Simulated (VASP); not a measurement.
# Fe2O3 (R-3c) in VASP: single point with PBE

Aim: the single point of Fe2O3 with PBE.

Program: VASP 6.6.1. These are calculated values, not measurements. Logs are shortened: lines on timing, memory, paths and dates and some standing lists are left out, and cuts for length are marked.

## 1. The cell of the first run

Symmetry: R-3c, No. 167, trigonal system. The conventional cell has a = 4.773 Å, b = 4.773 Å, c = 13.304 Å, α = 90.00°, β = 90.00°, γ = 120.00°. Fe (site symmetry 3) has 6 O at 1.89 to 1.96 Å and 1 Fe at 2.54 Å within 2.6 Å. Within 2.9 Å of O (site symmetry 2) lie 4 Fe at 1.89 to 1.96 Å and 12 O at 2.59 to 2.84 Å.

## 2. Single point, PBE, collinear spin, antiferromagnetic start

INCAR reads:

```
  ALGO = Normal
  EDIFF = 1E-6
  ENCUT = 600
  GGA = PE
  GGA_COMPAT = F
  ISIF = 2
  ISMEAR = 0
  ISPIN = 2
  LASPH = T
  LCHARG = T
  LELF = T
  LMAXMIX = 4
  LORBIT = 11
  LREAL = F
  LVHAR = T
  LWAVE = F
  MAGMOM = 5 -5 -5 5 0 0 0 0 0 0
  NBANDS = 49
  NELM = 200
  PREC = Accurate
  SIGMA = 0.05
```

KPOINTS reads:

```
k-points
0
Gamma
  6 6 6
```

POSCAR reads:

```
Fe2O3
1.0
    2.3865028811      1.3778480808      4.4345384372
   -2.3865028811      1.3778480808      4.4345384372
    0.0000000000     -2.7556961616      4.4345384372
Fe O
4 6
Direct
    0.3454541922      0.3454541922      0.3454541922
    0.1545458078      0.1545458078      0.1545458078
    0.6545458078      0.6545458078      0.6545458078
    0.8454541922      0.8454541922      0.8454541922
    0.5632180997      0.9367819003      0.2500000000
    0.2500000000      0.5632180997      0.9367819003
    0.9367819003      0.2500000000      0.5632180997
    0.4367819003      0.0632180997      0.7500000000
    0.7500000000      0.4367819003      0.0632180997
    0.0632180997      0.7500000000      0.4367819003
```

Potentials or basis: VASP PAW PBE potentials, release 64 (Fe, O).

On the command line:

```console
> cat potpaw_PBE.64/Fe/POTCAR potpaw_PBE.64/O/POTCAR > POTCAR
> mpirun -np 1 vasp_std > vasp.out
```

OUTCAR:

```text
EDIFF = 1E-6
   ENCUT = 600
   GGA = PE
   ISIF = 2
   ISMEAR = 0
   ISPIN = 2
   LASPH = T
   LORBIT = 11
   LREAL = F
   NELM = 200
   PREC = Accurate

 ion  position               nearest neighbor table
   1  0.345  0.345  0.345-   9 1.89   8 1.89  10 1.89   7 1.96   6 1.96   5 1.96   2 2.54   3 2.77
                             3 2.77   3 2.77
   2  0.155  0.155  0.155-  10 1.89   8 1.89   9 1.89   6 1.96   7 1.96   5 1.96   1 2.54   4 2.77
                             4 2.77   4 2.77
   3  0.655  0.655  0.655-   6 1.89   5 1.89   7 1.89  10 1.96   9 1.96   8 1.96   4 2.54   1 2.77
                             1 2.77   1 2.77
   4  0.845  0.845  0.845-   7 1.89   5 1.89   6 1.89   9 1.96  10 1.96   8 1.96   3 2.54   2 2.77
                             2 2.77   2 2.77
   5  0.563  0.937  0.250-   3 1.89   4 1.89   1 1.96   2 1.96
   6  0.250  0.563  0.937-   3 1.89   4 1.89   2 1.96   1 1.96
   7  0.937  0.250  0.563-   4 1.89   3 1.89   1 1.96   2 1.96
   8  0.437  0.063  0.750-   1 1.89   2 1.89   3 1.96   4 1.96
   9  0.750  0.437  0.063-   1 1.89   2 1.89   4 1.96   3 1.96
  10  0.063  0.750  0.437-   2 1.89   1 1.89   3 1.96   4 1.96

  LATTYP: Found a trigonal (rhomboedric) cell.
 ALAT       =     5.2210145074
 COS(alpha) =     0.5821271821

  Lattice vectors:

 A1 = (   2.3865028811,   1.3778480808,   4.4345384372)
 A2 = (  -2.3865028811,   1.3778480808,   4.4345384372)
 A3 = (   0.0000000000,  -2.7556961616,   4.4345384372)

Analysis of symmetry for initial positions (statically):
=====================================================================
 Subroutine PRICEL returns:
 Original cell was already a primitive cell.

 Routine SETGRP: Setting up the symmetry group for a
 trigonal (rhombohedral) supercell.

 Subroutine GETGRP returns: Found 12 space group operations
 (whereof  6 operations were pure point group operations)
 out of a pool of 12 trial point group operations.

The static configuration has the point symmetry S_6 .
 The point group associated with its full space group is D_3d.

Analysis of symmetry for dynamics (positions and initial velocities):
=====================================================================
 Subroutine PRICEL returns:
 Original cell was already a primitive cell.

 Routine SETGRP: Setting up the symmetry group for a
 trigonal (rhombohedral) supercell.

 Subroutine GETGRP returns: Found 12 space group operations
 (whereof  6 operations were pure point group operations)
 out of a pool of 12 trial point group operations.

The dynamic configuration has the point symmetry S_6 .
 The point group associated with its full space group is D_3d.

Analysis of structural, dynamic, and magnetic symmetry:
=====================================================================
 Subroutine PRICEL returns:
 Original cell was already a primitive cell.

 Routine SETGRP: Setting up the symmetry group for a
 trigonal (rhombohedral) supercell.

 Subroutine GETGRP returns: Found 12 space group operations
 (whereof  6 operations were pure point group operations)
 out of a pool of 12 trial point group operations.

The overall configuration has the point symmetry S_6 .
 The point group associated with its full space group is D_3d.

 Subroutine INISYM returns: Found 12 space group operations
 (whereof  6 operations are pure point group operations),
 and found     1 'primitive' translations

----------------------------------------------------------------------------------------

                                     Primitive cell

  volume of cell :      87.4909

  direct lattice vectors                    reciprocal lattice vectors
     2.386502881  1.377848081  4.434538437     0.209511584  0.120961570  0.075167537
    -2.386502881  1.377848081  4.434538437    -0.209511584  0.120961570  0.075167537
     0.000000000 -2.755696162  4.434538437     0.000000000 -0.241923139  0.075167537

  length of vectors
     5.221014507  5.221014507  5.221014507     0.253331727  0.253331727  0.253331727

  position of ions in fractional coordinates (direct lattice)
     0.345454192  0.345454192  0.345454192
     0.154545808  0.154545808  0.154545808
     0.654545808  0.654545808  0.654545808
     0.845454192  0.845454192  0.845454192
     0.563218100  0.936781900  0.250000000
[... 79 lines left out ...]
   NGXF,Y,Z  is equivalent  to a cutoff of  26.75, 26.75, 26.75 a.u.
 SYSTEM =  unknown system
   PREC   = accura    normal or accurate (medium, high low for compatibility)
   ISTART =      0    job   : 0-new  1-cont  2-samecut
   ICHARG =      2    charge: 1-file 2-atom 10-const
   ISPIN  =      2    spin polarized calculation?
   LNONCOLLINEAR =      F non collinear calculations
   LSORBIT =      F    spin-orbit coupling
   LASPH  =      T    aspherical Exc in radial PAW
   ENCUT  =  600.0 eV  44.10 Ry    6.64 a.u.  10.43 10.43 10.43*2*pi/ulx,y,z
   NELM   =    200;   NELMIN=  2; NELMDL= -5     # of ELM steps
   EDIFF  = 0.1E-05   stopping-criterion for ELM
   LREAL  =      F    real-space projection
[... 7 lines left out ...]
   TEBEG  =    0.0;   TEEND  =   0.0 temperature during run
   PSTRESS=    0.0 pullay stress
   NELECT =      68.0000    total number of electrons
   NUPDOWN=      -1.0000    fix difference up-down
   EMIN   =  10.00;   EMAX   =-10.00  energy-range for DOS
   EFERMI =   0.00;   METHOD = LEGACY
   ISMEAR =     0;   SIGMA  =   0.05  broadening in eV -4-tet -1-fermi 0-gaus
   EFERMI_NEDOS =   21; number of points for ismear=-14 and -15
   IALGO  =     38    algorithm
   IMIX   =      4    mixing-type and parameters
     AMIX     =   0.40;   BMIX     =  1.00
     AMIX_MAG =   1.60;   BMIX_MAG =  1.00
  volume/ion in A,a.u.               =       8.75        59.04
  Fermi-wavevector in a.u.,A,eV,Ry     =   1.505186  2.844389 30.825150  2.265585
  Thomas-Fermi vector in A             =   2.616068
   LORBIT       =     11    0 simple, 1 ext, 2 COOP (PROOUT), +10 PAW based schemes
   GGA     = PE    functional components
   LHFCALC =     F    Hartree Fock is set to
   AEXX    =    0.0000 exact exchange contribution
   IVDW    =     0    specifies the selected vdW correction
   LEPSILON=     F    determine dielectric tensor
   LRPA    =     F    only Hartree local field effects (RPA)
 spin polarized calculation
 Gauss-broadening in eV      SIGMA  =   0.05
  energy-cutoff  :      600.00
  volume of cell :       87.49
 maximum number of plane-waves:      2951
 NGX is ok and might be reduce to    42
   NGX = 21   NGY = 21   NGZ = 21

 number of electron      68.0000004 magnetization      -0.0000000

 number of electron      68.0000004 magnetization       0.0000000

 Free energy of the ion-electron system (eV)
  ---------------------------------------------------
  ext. energy  EPLUGINS =         0.00000000
  ---------------------------------------------------
  free energy    TOTEN  =       -74.27938047 eV

  energy without entropy =      -74.27061221  energy(sigma->0) =      -74.27499634

 E-fermi :   5.5480     XC(G=0): -12.4300

 val. band max:        5.5470074357   @ k =  -0.1667   0.1667   0.0000
 cond. band min:       5.5494733152   @ k =   0.0000   0.0000   0.0000
 fundamental gap:      0.0024658795
 Fermi energy:         5.5479905617

 spin component 1

 k-point     1 :       0.0000    0.0000    0.0000
  band No.  band energies     occupation
      1     -15.5373      1.00000
      2     -13.6565      1.00000
      3     -13.6233      1.00000
      4     -13.6233      1.00000
      5     -13.4765      1.00000
      6     -13.4765      1.00000
[... 1165 lines left out ...]
     45      14.9882      0.00000
     46      15.3013      0.00000

 [... further k-points ...]

 spin component 2

 k-point     1 :       0.0000    0.0000    0.0000
  band No.  band energies     occupation
      1     -15.5373      1.00000
      2     -13.6565      1.00000
      3     -13.6233      1.00000
      4     -13.6233      1.00000
      5     -13.4765      1.00000
      6     -13.4765      1.00000
[... 1165 lines left out ...]
     45      14.9882      0.00000
     46      15.3013      0.00000

 [... further k-points ...]

 [bands above 46 left out]

------------------------ aborting loop because EDIFF is reached ----------------------------------------

  FORCE on cell =-STRESS in cart. coord.  units (eV):
  Direction    XX          YY          ZZ          XY          YZ          ZX
  --------------------------------------------------------------------------------------
  -------------------------------------------------------------------------------------
  Total        1.4016983      1.4016983      1.0542313      0.0000000      0.0000000      0.0000000
  in kB       25.6685987     25.6685987     19.3056094      0.0000000      0.0000000      0.0000000
  external PRESSURE =      23.5476023 kB  Pullay stress =       0.0000000 kB

 VOLUME and BASIS-vectors are now :
 -----------------------------------------------------------------------------
  energy-cutoff  :      600.00
  volume of cell :       87.49
      direct lattice vectors                 reciprocal lattice vectors
     2.386502881  1.377848081  4.434538437     0.209511584  0.120961570  0.075167537
    -2.386502881  1.377848081  4.434538437    -0.209511584  0.120961570  0.075167537
     0.000000000 -2.755696162  4.434538437     0.000000000 -0.241923139  0.075167537

 POSITION                                       TOTAL-FORCE (eV/Angst)
 -----------------------------------------------------------------------------------
      0.00000      0.00000      4.59579        -0.000000      0.000000      0.407099
      0.00000      0.00000      2.05602        -0.000000      0.000000     -0.407099
      0.00000      0.00000      8.70783        -0.000000      0.000000     -0.407099
      0.00000      0.00000     11.24760        -0.000000     -0.000000      0.407099
     -0.89151      1.37785      7.76044        -0.000959      0.000000      0.000000
     -0.74750     -1.46100      7.76044         0.000480     -0.000831      0.000000
      1.63901      0.08315      7.76044         0.000480      0.000831      0.000000
      0.89151     -1.37785      5.54317         0.000959      0.000000      0.000000
      0.74750      1.46100      5.54317        -0.000480      0.000831      0.000000
     -1.63901     -0.08315      5.54317        -0.000480     -0.000831      0.000000
 -----------------------------------------------------------------------------------
    total drift:                               -0.000000     -0.000000      0.000000

  FREE ENERGIE OF THE ION-ELECTRON SYSTEM (eV)
  ---------------------------------------------------
  free  energy   TOTEN  =       -74.2793804734 eV

  energy  without entropy=      -74.2706122138  energy(sigma->0) =      -74.27499634

 total charge

# of ion       s       p       d       tot
------------------------------------------
    1        0.409   0.654   6.308   7.371
    2        0.409   0.654   6.308   7.371
    3        0.409   0.654   6.308   7.371
    4        0.409   0.654   6.308   7.371
    5        1.558   3.454   0.000   5.012
    6        1.558   3.454   0.000   5.012
    7        1.558   3.454   0.000   5.012
    8        1.558   3.454   0.000   5.012
    9        1.558   3.454   0.000   5.012
   10        1.558   3.454   0.000   5.012
--------------------------------------------------
tot         10.986  23.340  25.230  59.555

 magnetization (x)

# of ion       s       p       d       tot
------------------------------------------
    1        0.002   0.006   0.885   0.894
    2       -0.002  -0.006  -0.885  -0.894
    3       -0.002  -0.006  -0.885  -0.894
    4        0.002   0.006   0.885   0.894
    5        0.000   0.000   0.000   0.000
    6        0.000   0.000   0.000   0.000
    7        0.000   0.000   0.000   0.000
    8        0.000   0.000   0.000   0.000
    9        0.000   0.000   0.000   0.000
   10        0.000   0.000   0.000   0.000
--------------------------------------------------
tot          0.000   0.000  -0.000  -0.000
```

Wall time 23 min (1 thread of Oxide Virtual Turin-like, shared host); peak memory 0.43 GiB.

What came out:

* Free energy: -74.2794 eV
* Pressure: 2.4 GPa
* Largest force: 0.407 eV/Å
* Band gap on the k mesh: zero (filled and empty bands overlap)
* Net moment: 0.00 μB per cell
* Site moments: Fe +0.89, -0.89 (each value once); O +0.00 μB
* Valence electrons inside the program's atomic spheres: Fe 7.37; O 5.01

Forces in eV/Å, atoms in the order of the input:
```
Fe   0.000  0.000  0.407
Fe   0.000  0.000 -0.407
Fe   0.000  0.000 -0.407
Fe   0.000  0.000  0.407
O   -0.001  0.000  0.000
O    0.000 -0.001  0.000
O    0.000  0.001  0.000
O    0.001  0.000  0.000
O    0.000  0.001  0.000
O    0.000 -0.001  0.000
```

Stress tensor (GPa, compression positive):
```
2.57 0.00 0.00
0.00 2.57 0.00
0.00 0.00 1.93
```

Caveat: semilocal functionals often make such compounds metallic where correlation or magnetic order opens a gap, which also shifts bond lengths. With open d or f shells a metallic result of PBE can be an artefact of self-interaction; +U or a hybrid may open a gap.
